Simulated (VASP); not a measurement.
# Au (P2_1/m) in VASP: single point with PBE

Aim: the single point of Au with PBE.

Program: VASP 6.6.1. These are calculated values, not measurements. Logs are shortened: lines on timing, memory, paths and dates and some standing lists are left out, and cuts for length are marked.

## 1. The cell of the first run

The structure is monoclinic, space group P2_1/m (No. 11). The conventional cell has a = 2.844 Å, b = 4.768 Å, c = 2.844 Å, α = 90.00°, β = 120.00°, γ = 90.00°. Au (site symmetry m) has 12 Au at 2.59 to 3.38 Å within 3.4 Å.

## 2. Single point, PBE

File INCAR:

```
SYSTEM = Au
ALGO     = Normal         ! electronic algorithm
EDIFF    = 1E-6           ! SCF threshold, eV
ENCUT    = 500            ! plane-wave cutoff, eV
GGA      = PE             ! functional
GGA_COMPAT= .False.      
ISIF     = 2              ! what is computed and relaxed
ISMEAR   = 0              ! smearing method
LASPH    = .True.         ! aspherical terms in the spheres
LCHARG   = .False.        ! write CHGCAR
LREAL    = .False.        ! projectors in reciprocal space
LWAVE    = .False.        ! write WAVECAR
NBANDS   = 18             ! bands
NELM     = 120            ! most SCF steps
PREC     = Accurate       ! precision mode
SIGMA    = 0.15           ! smearing width, eV
```

File KPOINTS:

```
k-points
0
Gamma
  18 18 10
  0 0 0
```

File POSCAR:

```
Au
1.0
    2.8440378883      0.0000000000      0.0000000000
   -1.4220189441      2.4630090606      0.0000000000
    0.0000000000      0.0000000000      4.7677800545
Au
2
Direct
    0.1886622649      0.6666666667      0.7500000000
    0.8113377351      0.3333333333      0.2500000000
```

Potentials or basis: VASP PAW PBE potentials, release 64 (Au).

Started as:

```console
$ cat potpaw_PBE.64/Au/POTCAR > POTCAR
$ mpirun -np 1 vasp_std > vasp.out
```

OUTCAR:

```text
SYSTEM = Au
   EDIFF = 1E-6
   ENCUT = 500
   GGA = PE
   ISIF = 2
   ISMEAR = 0
   LASPH = .True.
   LREAL = .False.
   NELM = 120
   PREC = Accurate

 ion  position               nearest neighbor table
   1  0.189  0.667  0.750-   2 2.59   2 2.59   2 3.01   2 3.01   2 3.38   2 3.38   2 3.53   2 3.53

   2  0.811  0.333  0.250-   1 2.59   1 2.59   1 3.01   1 3.01   1 3.38   1 3.38   1 3.53   1 3.53

  LATTYP: Found a hexagonal cell.
 ALAT       =     2.8440378883
 C/A-ratio  =     1.6764122848

  Lattice vectors:

 A1 = (   2.8440378883,   0.0000000000,   0.0000000000)
 A2 = (  -1.4220189441,   2.4630090606,   0.0000000000)
 A3 = (   0.0000000000,   0.0000000000,   4.7677800545)

Analysis of symmetry for initial positions (statically):
=====================================================================
 Subroutine PRICEL returns:
 Original cell was already a primitive cell.

 Routine SETGRP: Setting up the symmetry group for a
 hexagonal supercell.

 Subroutine GETGRP returns: Found  4 space group operations
 (whereof  2 operations were pure point group operations)
 out of a pool of 24 trial point group operations.

The static configuration has the point symmetry S_2 .
 The point group associated with its full space group is C_2h.

Analysis of symmetry for dynamics (positions and initial velocities):
=====================================================================
 Subroutine PRICEL returns:
 Original cell was already a primitive cell.

 Routine SETGRP: Setting up the symmetry group for a
 hexagonal supercell.

 Subroutine GETGRP returns: Found  4 space group operations
 (whereof  2 operations were pure point group operations)
 out of a pool of 24 trial point group operations.

The dynamic configuration has the point symmetry S_2 .
 The point group associated with its full space group is C_2h.

 Subroutine INISYM returns: Found  4 space group operations
 (whereof  2 operations are pure point group operations),
 and found     1 'primitive' translations

----------------------------------------------------------------------------------------

                                     Primitive cell

  volume of cell :      33.3978

  direct lattice vectors                    reciprocal lattice vectors
     2.844037888  0.000000000  0.000000000     0.351612756  0.203003719  0.000000000
    -1.422018944  2.463009061  0.000000000     0.000000000  0.406007439  0.000000000
     0.000000000  0.000000000  4.767780055     0.000000000  0.000000000  0.209741219

  length of vectors
     2.844037888  2.844037888  4.767780055     0.406007439  0.406007439  0.209741219

  position of ions in fractional coordinates (direct lattice)
     0.188662265  0.666666667  0.750000000
     0.811337735  0.333333333  0.250000000

  ion indices of the primitive-cell ions
   primitive index   ion index
                 1           1
                 2           2

----------------------------------------------------------------------------------------

 KPOINTS: k-points

Automatic generation of k-mesh.
 Grid dimensions read from file:
 generate k-points for:   18   18   10

 Generating k-lattice:

  Cartesian coordinates                     Fractional coordinates (reciprocal lattice)
     0.019534042  0.011277984  0.000000000     0.055555556  0.000000000  0.000000000
     0.000000000  0.022555969  0.000000000     0.000000000  0.055555556  0.000000000
     0.000000000  0.000000000  0.020974122     0.000000000  0.000000000  0.100000000

  Length of vectors
     0.022555969  0.022555969  0.020974122

  Shift w.r.t. Gamma in fractional coordinates (k-lattice)
     0.000000000  0.000000000  0.000000000

 Subroutine IBZKPT returns following result:
 ===========================================

 Found    984 irreducible k-points:

 Following reciprocal coordinates:
            Coordinates               Weight
  0.000000  0.000000  0.000000      1.000000
  0.055556  0.000000  0.000000      2.000000
  0.000000  0.055556  0.000000      2.000000
 -0.055556  0.055556  0.000000      2.000000
  0.111111  0.000000  0.000000      2.000000
  0.000000  0.111111  0.000000      2.000000
[... 16 lines left out ...]
  0.444444  0.000000  0.000000      2.000000
  0.000000  0.444444  0.000000      2.000000
 [... further k-points ...]
   k-points           NKPTS =    984   k-points in BZ     NKDIM =    984   number of bands    NBANDS=     18
   number of dos      NEDOS =    301   number of ions     NIONS =      2
   total plane-waves  NPLWV =  20736
   dimension x,y,z NGX =    24 NGY =   24 NGZ =   36
   dimension x,y,z NGXF=    48 NGYF=   48 NGZF=   72
   ions per type =               2
   NGX,Y,Z   is equivalent  to a cutoff of  14.03, 14.03, 12.55 a.u.
   NGXF,Y,Z  is equivalent  to a cutoff of  28.06, 28.06, 25.11 a.u.
 SYSTEM =  Au
   PREC   = accura    normal or accurate (medium, high low for compatibility)
   ISTART =      0    job   : 0-new  1-cont  2-samecut
   ICHARG =      2    charge: 1-file 2-atom 10-const
   ISPIN  =      1    spin polarized calculation?
   LNONCOLLINEAR =      F non collinear calculations
   LSORBIT =      F    spin-orbit coupling
   LASPH  =      T    aspherical Exc in radial PAW
   ENCUT  =  500.0 eV  36.75 Ry    6.06 a.u.   5.19  5.19  8.69*2*pi/ulx,y,z
   NELM   =    120;   NELMIN=  2; NELMDL= -5     # of ELM steps
   EDIFF  = 0.1E-05   stopping-criterion for ELM
   LREAL  =      F    real-space projection
   EDIFFG = 0.1E-04   stopping-criterion for IOM
   NSW    =      0    number of steps for IOM
   IBRION =     -1    ionic relax: 0-MD 1-quasi-New 2-CG
   NFREE  =      0    steps in history (QN), initial steepest desc. (CG)
   ISIF   =      2    stress and relaxation
   ISYM   =      2    0-nonsym 1-usesym 2-fastsym
   POTIM  = 0.5000    time-step for ionic-motion
   TEBEG  =    0.0;   TEEND  =   0.0 temperature during run
   PSTRESS=    0.0 pullay stress
   NELECT =      22.0000    total number of electrons
   NUPDOWN=      -1.0000    fix difference up-down
   EMIN   =  10.00;   EMAX   =-10.00  energy-range for DOS
   EFERMI =   0.00;   METHOD = LEGACY
   ISMEAR =     0;   SIGMA  =   0.15  broadening in eV -4-tet -1-fermi 0-gaus
   EFERMI_NEDOS =   21; number of points for ismear=-14 and -15
   IALGO  =     38    algorithm
   IMIX   =      4    mixing-type and parameters
     AMIX     =   0.40;   BMIX     =  1.00
     AMIX_MAG =   1.60;   BMIX_MAG =  1.00
  volume/ion in A,a.u.               =      16.70       112.69
  Fermi-wavevector in a.u.,A,eV,Ry     =   1.424437  2.691795 27.606497  2.029020
  Thomas-Fermi vector in A             =   2.544928
   LORBIT       =      0    0 simple, 1 ext, 2 COOP (PROOUT), +10 PAW based schemes
   GGA     = PE    functional components
   LHFCALC =     F    Hartree Fock is set to
   AEXX    =    0.0000 exact exchange contribution
   IVDW    =     0    specifies the selected vdW correction
   LEPSILON=     F    determine dielectric tensor
   LRPA    =     F    only Hartree local field effects (RPA)
 non-spin polarized calculation
 Gauss-broadening in eV      SIGMA  =   0.15
  energy-cutoff  :      500.00
  volume of cell :       33.40
 maximum number of plane-waves:       869
 NGX is ok and might be reduce to    24
   NGX = 11   NGY = 11   NGZ = 17

 number of electron      22.0000000 magnetization

 Free energy of the ion-electron system (eV)
  ---------------------------------------------------
  ext. energy  EPLUGINS =         0.00000000
  ---------------------------------------------------
  free energy    TOTEN  =        -6.06097948 eV

  energy without entropy =       -6.05117025  energy(sigma->0) =       -6.05607487

 E-fermi :   9.8226     XC(G=0): -12.8158

 val. band max:        9.8215277486   @ k =  -0.1667   0.1111   0.1000
 cond. band min:       9.8234074835   @ k =   0.5000  -0.1667  -0.2000
 fundamental gap:      0.0018797349
 Fermi energy:         9.8225543822

 k-point     1 :       0.0000    0.0000    0.0000
  band No.  band energies     occupation
      1      -0.2510      2.00000
      2       2.4032      2.00000
      3       3.7986      2.00000
      4       5.0690      2.00000
      5       5.3652      2.00000
      6       5.4640      2.00000
[... 10 lines left out ...]
     17      28.1763      0.00000
     18      29.5246      0.00000

 k-point     2 :       0.0556    0.0000    0.0000
  band No.  band energies     occupation
      1      -0.1510      2.00000
      2       2.4937      2.00000
      3       3.8304      2.00000
      4       5.0352      2.00000
      5       5.4243      2.00000
      6       5.4972      2.00000
[... 10 lines left out ...]
     17      27.6109      0.00000
     18      29.0907      0.00000

 k-point     3 :       0.0000    0.0556    0.0000
  band No.  band energies     occupation
      1      -0.1516      2.00000
      2       2.4927      2.00000
      3       3.8339      2.00000
      4       5.0400      2.00000
      5       5.3795      2.00000
      6       5.4991      2.00000
[... 10 lines left out ...]
     17      27.4413      0.00000
     18      29.4644      0.00000

 k-point     4 :      -0.0556    0.0556    0.0000
  band No.  band energies     occupation
      1      -0.1564      2.00000
      2       2.4778      2.00000
      3       3.8271      2.00000
      4       5.1292      2.00000
      5       5.3382      2.00000
      6       5.4366      2.00000
[... 375 lines left out ...]
      4       4.8335      2.00000
      5       5.2283      2.00000
      6       6.5622      2.00000
[... 10 lines left out ...]
     17      24.4465      0.00000
     18      26.0254      0.00000

 k-point    23 :       0.4444    0.0000    0.0000
  band No.  band energies     occupation
      1       2.8670      2.00000
      2       3.4810      2.00000
      3       3.6620      2.00000
      4       3.9932      2.00000
      5       4.6233      2.00000
      6       5.5817      2.00000
[... 10 lines left out ...]
     17      21.6933      0.00000
     18      25.1419      0.00000

 k-point    24 :       0.0000    0.4444    0.0000
  band No.  band energies     occupation
      1       2.8121      2.00000
      2       3.3948      2.00000
      3       3.4148      2.00000
      4       4.0633      2.00000
      5       4.9577      2.00000
      6       6.0116      2.00000
[... 10 lines left out ...]
     17      22.7048      0.00000
     18      23.8739      0.00000

 [... further k-points ...]

------------------------ aborting loop because EDIFF is reached ----------------------------------------

  FORCE on cell =-STRESS in cart. coord.  units (eV):
  Direction    XX          YY          ZZ          XY          YZ          ZX
  --------------------------------------------------------------------------------------
  -------------------------------------------------------------------------------------
  Total        2.3779899      2.7928780      6.6004087      0.5111636      0.0000000      0.0000000
  in kB      114.0782842    133.9815350    316.6385668     24.5218299      0.0000000      0.0000000
  external PRESSURE =     188.2327953 kB  Pullay stress =       0.0000000 kB

 VOLUME and BASIS-vectors are now :
 -----------------------------------------------------------------------------
  energy-cutoff  :      500.00
  volume of cell :       33.40
      direct lattice vectors                 reciprocal lattice vectors
     2.844037888  0.000000000  0.000000000     0.351612756  0.203003719  0.000000000
    -1.422018944  2.463009061  0.000000000     0.000000000  0.406007439  0.000000000
     0.000000000  0.000000000  4.767780055     0.000000000  0.000000000  0.209741219

 POSITION                                       TOTAL-FORCE (eV/Angst)
 -----------------------------------------------------------------------------------
     -0.41145      1.64201      3.57584         0.608620      0.869026      0.000000
      1.83347      0.82100      1.19195        -0.608620     -0.869026     -0.000000
 -----------------------------------------------------------------------------------
    total drift:                               -0.000000      0.000000     -0.000000

  FREE ENERGIE OF THE ION-ELECTRON SYSTEM (eV)
  ---------------------------------------------------
  free  energy   TOTEN  =        -6.0609794794 eV

  energy  without entropy=       -6.0511702518  energy(sigma->0) =       -6.05607487
```

Wall time 3.6 min (1 thread of AMD EPYC 9R45 (Zen 5), shared host); peak memory 0.5 GiB.

Results:

```
Free energy            : -6.0610 eV
Pressure               : 18.8 GPa
Largest force          : 1.061 eV/Å
Band gap on the k mesh : zero (band 11 reaches 13.14 eV, above the bottom of band 12 at 7.18 eV)
```

Forces in eV/Å, atoms in the order of the input:
```
Au   0.609  0.869  0.000
Au  -0.609 -0.869  0.000
```

Levels at points of the mesh, in eV from the Fermi level:
```
           k point  band 7  band 8  band 9  band 10  band 11  band 12  band 13  band 14  band 15  band 16
(0.00, 0.00, 0.00)   -4.27   -4.09   -3.61    -2.29    -2.12    -1.19     3.29    14.80    14.81    16.27
(0.50, 0.00, 0.00)   -3.72   -2.64   -1.91    -1.74     0.48     1.57     5.80     7.74     8.06    11.44
(0.00, 0.50, 0.00)   -3.62   -3.15   -1.85    -1.79     0.34     1.68     5.63     7.48     7.88    11.96
(0.50, 0.50, 0.00)   -2.49   -1.97   -1.72    -1.71    -1.14     2.28     4.67     4.73     9.03    11.46
(0.00, 0.00, 0.50)   -4.56   -4.56   -2.87    -2.87    -2.64    -2.64    10.69    10.69    15.34    15.34
(0.50, 0.00, 0.50)   -1.87   -1.87   -1.81    -1.81     0.21     0.21     4.22     4.22    12.10    12.10
(0.00, 0.50, 0.50)   -1.97   -1.97   -1.83    -1.83     0.45     0.45     4.09     4.09    11.76    11.76
(0.50, 0.50, 0.50)   -2.64   -2.64   -1.82    -1.82     2.09     2.09     2.71     2.71    12.48    12.48
```

Caveat: spin-orbit coupling is left out, which moves the levels of the heavy elements; forces of over 1 eV/Å act on the atoms, so gaps and moduli don't describe the material at rest.
